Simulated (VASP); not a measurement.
A run of VASP 6.6.1:

The input INCAR:

```
PREC = Accurate
ENCUT = 520
EDIFF = 1E-6
ISMEAR = -1
SIGMA = 0.05
LREAL = False
LASPH = True
NELM = 60
ALGO = Normal
ISIF = 2
LWAVE = False
LCHARG = False
GGA = B5
ALDAX = 1.0
AGGAX = 1.0
AGGAC = 1.0
ALDAC = 0.0
IVDW = 13
VDW_S6 = 1.0
VDW_S8 = 2.34076671
VDW_A1 = 0.44488865
VDW_A2 = 4.0933009
NBANDS = 17
```

The input KPOINTS:

```
regular mesh
0
Gamma
  11 11 6
```

Contents of POSCAR:

```
Pd
1.0
    2.7763490337      0.0000000000      0.0000000000
   -1.3881745168      2.4043887929      0.0000000000
    0.0000000000      0.0000000000      4.6377781544
Pd
2
Direct
    0.3333333333      0.6666666667      0.2500000000
    0.6666666667      0.3333333333      0.7500000000
```

Potentials or basis: VASP PAW PBE potentials, release 64 (Pd).

Run with:

```console
$ cat potpaw_PBE.64/Pd/POTCAR > POTCAR
$ mpirun -np 1 vasp_std > vasp.out
```

Hardware: 1 thread of Intel(R) Xeon(R) 6975P-C (Granite Rapids), with other jobs on the host.

Problem. How long does it take, and how much memory?

Solution. Run time: 14 s on 1 thread of Intel(R) Xeon(R) 6975P-C (Granite Rapids), with other jobs on the host, peak memory 0.17 GiB. Counts: scf iterations 11, k points 64.
